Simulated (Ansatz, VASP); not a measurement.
**WS2: VASP beside Ansatz**

```
W S
1.0
     1.56840    0.90552    6.12196
    -1.56840    0.90552    6.12196
     0.00000   -1.81104    6.12196
W S
1 2
Direct
  0.00000 0.00000 0.00000
  0.75030 0.75030 0.75030
  0.58100 0.58100 0.58100
```

Change from the starting cell: volume scaled by 0.98, PAW files.

Alike in both runs: task electric field gradients; functional PBEsol; k mesh 15 × 15 × 15; occupations fermi-dirac, width 0.03 eV; no spin polarisation.

```csv
,VASP,Ansatz
version,VASP 6.6.1,Ansatz 0.2.0
potentials or method,"VASP PAW PBE potentials, release 64 (W_sv, S)","PAW with Ansatz's default frozen-core files, scalar-relativistic"
plane-wave cutoff (eV),520,420
valence electrons in the cell,26,26
```

```tsv
	VASP	Ansatz	Ansatz less VASP
pressure (GPa)	3.0	2.9	-0.13
traceless stress, the component that is largest in VASP (GPa)	0.94	0.92	-0.025
rms of the force components (eV/Å)	0.299	0.293	-0.0057
size of Vzz on the site where it differs most (V/Å²)	158.4	177.3	+18.90
```

VASP's potentials were made for PBE, not for PBEsol. Atom by atom the forces differ by 0.010 eV/Å (rms over components).

Neither program's run includes spin-orbit coupling.
